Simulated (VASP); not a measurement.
# Y2TaN3 (P-3m1) in VASP: relaxation of cell and atoms with PBE

Aim: the relaxation of cell and atoms of Y2TaN3 with PBE.

Everything below comes from runs of VASP 6.6.1. Logs are shortened: lines on timing, memory, paths and dates and some standing lists are left out, and cuts for length are marked.

## 1. The cell of the first run

The structure is trigonal, space group P-3m1 (No. 164). The conventional cell has a = 3.319 Å, b = 3.319 Å, c = 8.183 Å, α = 90.00°, β = 90.00°, γ = 120.00°. Y (site symmetry 3m) has 6 N at 2.39 to 2.44 Å within 3.2 Å. Ta (site symmetry -3m) has 6 N at 2.24 Å within 3.0 Å. N (site symmetry -3m) has 6 Y at 2.39 Å within 3.2 Å. Within 3.0 Å of N (site symmetry 3m) lie 3 Ta at 2.24 Å and 3 Y at 2.44 Å.

## 2. Relaxation of cell and atoms, PBE

File INCAR:

```
SYSTEM = Y2TaN3
  PREC = Accurate
  ENCUT = 600
  EDIFF = 1E-6
  ISMEAR = 0
  SIGMA = 0.1
  LREAL = .FALSE.
  LASPH = .TRUE.
  NELM = 100
  ALGO = Normal
  ISIF = 3
  LWAVE = .FALSE.
  LCHARG = .FALSE.
  GGA = PE
  IBRION = 2
  NSW = 100
  EDIFFG = -0.01
```

File KPOINTS:

```
Automatic mesh
0
G
  12 12 6
  0 0 0
```

File POSCAR:

```
Y2TaN3
1.0
    3.3194638000      0.0000000000      0.0000000000
   -1.6597319000      2.8747399000      0.0000000000
    0.0000000000      0.0000000000      8.1831236000
Y Ta N
2 1 3
Direct
    0.3333333000      0.6666667000      0.6744400000
    0.6666667000      0.3333333000      0.3255600000
    0.0000000000      0.0000000000      0.0000000000
    0.0000000000      0.0000000000      0.5000000000
    0.3333333000      0.6666667000      0.1418670000
    0.6666667000      0.3333333000      0.8581330000
```

Potentials or basis: VASP PAW PBE potentials, release 64 (Y_sv, Ta_pv, N).

The run is started by

```
$ cat potpaw_PBE.64/Y_sv/POTCAR potpaw_PBE.64/Ta_pv/POTCAR potpaw_PBE.64/N/POTCAR > POTCAR
$ mpirun -np 1 vasp_std > vasp.out
```

OUTCAR:

```text
SYSTEM = Y2TaN3
   PREC = Accurate
   ENCUT = 600
   EDIFF = 1E-6
   ISMEAR = 0
   LREAL = .FALSE.
   LASPH = .TRUE.
   NELM = 100
   ISIF = 3
   GGA = PE
   IBRION = 2
   NSW = 100
   EDIFFG = -0.01

 ion  position               nearest neighbor table
   1  0.333  0.667  0.674-   4 2.39   4 2.39   4 2.39   6 2.44   6 2.44   6 2.44   3 3.28   3 3.28
                             3 3.28   2 3.44   2 3.44   2 3.44
   2  0.667  0.333  0.326-   4 2.39   4 2.39   4 2.39   5 2.44   5 2.44   5 2.44   3 3.28   3 3.28
                             3 3.28   1 3.44   1 3.44   1 3.44
   3  0.000  0.000  0.000-   5 2.24   6 2.24   5 2.24   6 2.24   6 2.24   5 2.24   1 3.28   2 3.28
                             1 3.28   2 3.28   1 3.28   2 3.28
   4  0.000  0.000  0.500-   1 2.39   2 2.39   1 2.39   2 2.39   2 2.39   1 2.39
   5  0.333  0.667  0.142-   3 2.24   3 2.24   3 2.24   2 2.44   2 2.44   2 2.44
   6  0.667  0.333  0.858-   3 2.24   3 2.24   3 2.24   1 2.44   1 2.44   1 2.44

  LATTYP: Found a hexagonal cell.
 ALAT       =     3.3194638000
 C/A-ratio  =     2.4651944088

  Lattice vectors:

 A1 = (   3.3194638000,   0.0000000000,   0.0000000000)
 A2 = (  -1.6597319000,   2.8747399000,   0.0000000000)
 A3 = (   0.0000000000,   0.0000000000,   8.1831236000)

Analysis of symmetry for initial positions (statically):
=====================================================================
 Subroutine PRICEL returns:
 Original cell was already a primitive cell.

 Routine SETGRP: Setting up the symmetry group for a
 hexagonal supercell.

 Subroutine GETGRP returns: Found 12 space group operations
 (whereof 12 operations were pure point group operations)
 out of a pool of 24 trial point group operations.

The static configuration has the point symmetry D_3d.

Analysis of symmetry for dynamics (positions and initial velocities):
=====================================================================
 Subroutine PRICEL returns:
 Original cell was already a primitive cell.

 Routine SETGRP: Setting up the symmetry group for a
 hexagonal supercell.

 Subroutine GETGRP returns: Found 12 space group operations
 (whereof 12 operations were pure point group operations)
 out of a pool of 24 trial point group operations.

The dynamic configuration has the point symmetry D_3d.

 Subroutine INISYM returns: Found 12 space group operations
 (whereof 12 operations are pure point group operations),
 and found     1 'primitive' translations

----------------------------------------------------------------------------------------

                                     Primitive cell

  volume of cell :      78.0882

  direct lattice vectors                    reciprocal lattice vectors
     3.319463800  0.000000000  0.000000000     0.301253474  0.173928779  0.000000000
    -1.659731900  2.874739900  0.000000000     0.000000000  0.347857557  0.000000000
     0.000000000  0.000000000  8.183123600     0.000000000  0.000000000  0.122202725

  length of vectors
     3.319463800  3.319463733  8.183123600     0.347857550  0.347857557  0.122202725

  position of ions in fractional coordinates (direct lattice)
     0.333333300  0.666666700  0.674440000
     0.666666700  0.333333300  0.325560000
     0.000000000  0.000000000  0.000000000
     0.000000000  0.000000000  0.500000000
     0.333333300  0.666666700  0.141867000
     0.666666700  0.333333300  0.858133000

  ion indices of the primitive-cell ions
   primitive index   ion index
                 1           1
                 2           2
                 3           3
                 4           4
                 5           5
                 6           6

----------------------------------------------------------------------------------------

 KPOINTS: Automatic mesh

Automatic generation of k-mesh.
 Grid dimensions read from file:
 generate k-points for:   12   12    6

 Generating k-lattice:

  Cartesian coordinates                     Fractional coordinates (reciprocal lattice)
     0.025104456  0.014494065  0.000000000     0.083333333  0.000000000  0.000000000
     0.000000000  0.028988130  0.000000000     0.000000000  0.083333333  0.000000000
     0.000000000  0.000000000  0.020367121     0.000000000  0.000000000  0.166666667

  Length of vectors
     0.028988129  0.028988130  0.020367121

  Shift w.r.t. Gamma in fractional coordinates (k-lattice)
     0.000000000  0.000000000  0.000000000

 Subroutine IBZKPT returns following result:
 ===========================================

 Found    100 irreducible k-points:

 Following reciprocal coordinates:
            Coordinates               Weight
  0.000000  0.000000  0.000000      1.000000
  0.083333 -0.000000  0.000000      6.000000
  0.166667 -0.000000  0.000000      6.000000
  0.250000 -0.000000  0.000000      6.000000
  0.333333 -0.000000  0.000000      6.000000
  0.416667  0.000000  0.000000      6.000000
[... 16 lines left out ...]
  0.166667 -0.000000  0.166667      6.000000
  0.000000  0.166667  0.166667      6.000000
 [... further k-points ...]
   k-points           NKPTS =    100   k-points in BZ     NKDIM =    100   number of bands    NBANDS=     28
   number of dos      NEDOS =    301   number of ions     NIONS =      6
   total plane-waves  NPLWV =  54880
   dimension x,y,z NGX =    28 NGY =   28 NGZ =   70
   dimension x,y,z NGXF=    56 NGYF=   56 NGZF=  140
   ions per type =               2   1   3
   NGX,Y,Z   is equivalent  to a cutoff of  14.02, 14.02, 14.22 a.u.
   NGXF,Y,Z  is equivalent  to a cutoff of  28.05, 28.05, 28.44 a.u.
 SYSTEM =  Y2TaN3
   PREC   = accura    normal or accurate (medium, high low for compatibility)
   ISTART =      0    job   : 0-new  1-cont  2-samecut
   ICHARG =      2    charge: 1-file 2-atom 10-const
   ISPIN  =      1    spin polarized calculation?
   LNONCOLLINEAR =      F non collinear calculations
   LSORBIT =      F    spin-orbit coupling
   LASPH  =      T    aspherical Exc in radial PAW
   ENCUT  =  600.0 eV  44.10 Ry    6.64 a.u.   6.63  6.63 16.34*2*pi/ulx,y,z
   NELM   =    100;   NELMIN=  2; NELMDL= -5     # of ELM steps
   EDIFF  = 0.1E-05   stopping-criterion for ELM
   LREAL  =      F    real-space projection
   EDIFFG = -.1E-01   stopping-criterion for IOM
   NSW    =    100    number of steps for IOM
   IBRION =      2    ionic relax: 0-MD 1-quasi-New 2-CG
   NFREE  =      1    steps in history (QN), initial steepest desc. (CG)
   ISIF   =      3    stress and relaxation
   ISYM   =      2    0-nonsym 1-usesym 2-fastsym
   POTIM  = 0.5000    time-step for ionic-motion
   TEBEG  =    0.0;   TEEND  =   0.0 temperature during run
   PSTRESS=    0.0 pullay stress
   NELECT =      48.0000    total number of electrons
   NUPDOWN=      -1.0000    fix difference up-down
   EMIN   =  10.00;   EMAX   =-10.00  energy-range for DOS
   EFERMI =   0.00;   METHOD = LEGACY
   ISMEAR =     0;   SIGMA  =   0.10  broadening in eV -4-tet -1-fermi 0-gaus
   EFERMI_NEDOS =   21; number of points for ismear=-14 and -15
   IALGO  =     38    algorithm
   IMIX   =      4    mixing-type and parameters
     AMIX     =   0.40;   BMIX     =  1.00
     AMIX_MAG =   1.60;   BMIX_MAG =  1.00
  volume/ion in A,a.u.               =      13.01        87.83
  Fermi-wavevector in a.u.,A,eV,Ry     =   1.391960  2.630423 26.361998  1.937552
  Thomas-Fermi vector in A             =   2.515749
   LORBIT       =      0    0 simple, 1 ext, 2 COOP (PROOUT), +10 PAW based schemes
   GGA     = PE    functional components
   LHFCALC =     F    Hartree Fock is set to
   AEXX    =    0.0000 exact exchange contribution
   IVDW    =     0    specifies the selected vdW correction
   LEPSILON=     F    determine dielectric tensor
   LRPA    =     F    only Hartree local field effects (RPA)
 conjugate gradient relaxation of ions
 non-spin polarized calculation
 Gauss-broadening in eV      SIGMA  =   0.10
  energy-cutoff  :      600.00
  volume of cell :       78.09
 maximum number of plane-waves:      2660
 NGX is ok and might be reduce to    28
   NGX = 13   NGY = 13   NGZ = 33

--------------------------------------- Ionic step        1  -------------------------------------------

 number of electron      48.0000002 magnetization

 Free energy of the ion-electron system (eV)
  ---------------------------------------------------
  ext. energy  EPLUGINS =         0.00000000
  ---------------------------------------------------
  free energy    TOTEN  =       -58.61824524 eV

  energy without entropy =      -58.61026188  energy(sigma->0) =      -58.61425356

------------------------ aborting loop because EDIFF is reached ----------------------------------------

  FORCE on cell =-STRESS in cart. coord.  units (eV):
  Direction    XX          YY          ZZ          XY          YZ          ZX
  --------------------------------------------------------------------------------------
  -------------------------------------------------------------------------------------
  Total       -0.0442084     -0.0442084     -0.0799299     -0.0000000      0.0000000      0.0000000
  in kB       -0.9070462     -0.9070462     -1.6399647     -0.0000000      0.0000000      0.0000000
  external PRESSURE =      -1.1513524 kB  Pullay stress =       0.0000000 kB
[... 145 lines left out ...]
  energy  without entropy=      -58.6105750389  energy(sigma->0) =      -58.61449143

--------------------------------------- Ionic step        5  -------------------------------------------

 number of electron      48.0000002 magnetization

 Free energy of the ion-electron system (eV)
  ---------------------------------------------------
  ext. energy  EPLUGINS =         0.00000000
  ---------------------------------------------------
  free energy    TOTEN  =       -58.61842037 eV

  energy without entropy =      -58.61056131  energy(sigma->0) =      -58.61449084

 E-fermi :   6.6138     XC(G=0): -12.0042

 val. band max:        6.6045120556   @ k =   0.2500   0.2500   0.5000
 cond. band min:       6.6156110301   @ k =   0.4167   0.0000   0.5000
 fundamental gap:      0.0110989746
 Fermi energy:         6.6138414845

 k-point     1 :       0.0000    0.0000    0.0000
  band No.  band energies     occupation
      1     -35.4089      2.00000
      2     -35.3445      2.00000
      3     -29.0483      2.00000
      4     -29.0062      2.00000
      5     -29.0062      2.00000
      6     -16.1532      2.00000
[... 733 lines left out ...]
     27       7.8914      0.00000
     28       8.8072      0.00000

 [... further k-points ...]

------------------------ aborting loop because EDIFF is reached ----------------------------------------

  FORCE on cell =-STRESS in cart. coord.  units (eV):
  Direction    XX          YY          ZZ          XY          YZ          ZX
  --------------------------------------------------------------------------------------
  -------------------------------------------------------------------------------------
  Total        0.0045808      0.0045808      0.0089972      0.0000000      0.0000000      0.0000000
  in kB        0.0940534      0.0940534      0.1847330      0.0000000      0.0000000      0.0000000
  external PRESSURE =       0.1242799 kB  Pullay stress =       0.0000000 kB
[... 21 lines left out ...]
  FREE ENERGIE OF THE ION-ELECTRON SYSTEM (eV)
  ---------------------------------------------------
  free  energy   TOTEN  =       -58.6184203690 eV

  energy  without entropy=      -58.6105613088  energy(sigma->0) =      -58.61449084

 reached required accuracy - stopping structural energy minimisation
```

Wall time 24 min (1 thread of AMD EPYC 9R45, shared host); peak memory 0.42 GiB.

Results:

```yaml
Free_energy: -58.6184 eV
Relaxed_volume: 13.01 Å³/atom
Relaxed_cell: a = 3.319 Å, b = 3.319 Å, c = 8.179 Å, α = 90.00°, β = 90.00°, γ = 120.00°
Space_group_after_relaxing_to_0.05_Å: P-3m1 (No. 164)
Energy_gained_by_relaxing: 0.0 meV/atom
Ionic_steps: 5
Pressure_after_relaxing: 0.0 GPa
Largest_force_after_relaxing: 0.007 eV/Å
Band_gap_on_the_k_mesh: zero (band 24 reaches 6.89 eV, above the bottom of band 25 at 6.29 eV)
```

Forces in eV/Å, atoms in the order of the input:
```
Y    0.000  0.000 -0.007
Y    0.000  0.000  0.007
Ta   0.000  0.000  0.000
N    0.000  0.000  0.000
N    0.000  0.000  0.001
N    0.000  0.000 -0.001
```

The path:
| step | energy change (eV) | largest force (eV/Å) | pressure (GPa) | volume (Å³) |
| --- | --- | --- | --- | --- |
| 1 | 0.0000 | 0.0443 | -0.12 | 78.09 |
| 2 | -0.0001 | 0.0193 | 0.15 | 77.98 |
| 3 | -0.0001 | 0.0216 | 0.15 | 77.99 |
| 4 | -0.0002 | 0.0107 | -0.06 | 78.06 |
| 5 | -0.0002 | 0.0070 | 0.01 | 78.03 |

Final structure:
```
CELL_PARAMETERS angstrom
3.31912 0.00000 0.00000
-1.65956 2.87444 0.00000
0.00000 0.00000 8.17894
ATOMIC_POSITIONS crystal
Y 0.33333 0.66667 0.67452
Y 0.66667 0.33333 0.32548
Ta 0.00000 0.00000 0.00000
N 0.00000 0.00000 0.50000
N 0.33333 0.66667 0.14229
N 0.66667 0.33333 0.85771
```

Caveat: spin-orbit coupling is left out, which moves the levels of the heavy elements.
